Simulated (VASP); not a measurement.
Here is a VASP 6.6.1 calculation.

File INCAR:

```
  PREC = Accurate
  ENCUT = 600
  EDIFF = 1E-6
  ISMEAR = -1
  SIGMA = 0.01
  LREAL = F
  LASPH = T
  NELM = 120
  ALGO = Normal
  ISIF = 2
  LWAVE = F
  LCHARG = T
  GGA = PE
  LELF = T
  LVHAR = T
  NBANDS = 15
  GGA_COMPAT = F
```

Contents of KPOINTS:

```
Automatic mesh
0
Gamma
  7 7 7
```

File POSCAR:

```
CaO
1.0
    0.0000000000      2.4153253809      2.4153253809
    2.4153253809      0.0000000000      2.4153253809
    2.4153253809      2.4153253809      0.0000000000
Ca O
1 1
Direct
    0.0000000000      0.0000000000      0.0000000000
    0.5000000000      0.5000000000      0.5000000000
```

Potentials or basis: VASP PAW PBE potentials, release 64 (Ca_sv, O).

Command:

```console
$ cat potpaw_PBE.64/Ca_sv/POTCAR potpaw_PBE.64/O/POTCAR > POTCAR
$ mpirun -np 1 vasp_std > vasp.out
```

Problem. Estimate the band gap on the k mesh.

Solution. 3.73 eV, indirect (least direct gap 4.11 eV).

Problem. What does it give for the pressure?

Solution. 0.4 GPa.

A k mesh can miss the band edges. As with any semilocal functional, this PBE gap is likely too small.
